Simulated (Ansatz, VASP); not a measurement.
## TiN: VASP beside Ansatz

```
CELL_PARAMETERS angstrom
0.00000 2.12200 2.12200
2.12200 0.00000 2.12200
2.12200 2.12200 0.00000
ATOMIC_POSITIONS crystal
Ti 0.00000 0.00000 0.00000
N 0.50000 0.50000 0.50000
```

Alike in both runs: task electric field gradients; functional PBE; k mesh 13 × 13 × 13; occupations fermi-dirac, width 0.05 eV; no spin polarisation.

```csv
,VASP,Ansatz
version,VASP 6.6.1,Ansatz 0.2.0
potentials or method,"VASP PAW PBE potentials, release 64 (Ti_sv, N)","PAW with Ansatz's default frozen-core files, scalar-relativistic"
plane-wave cutoff (eV),520,420
valence electrons in the cell,17,17
```

|  | VASP | Ansatz | Ansatz less VASP |
| --- | --- | --- | --- |
| pressure (GPa) | 1.0 | 0.6 | -0.47 |
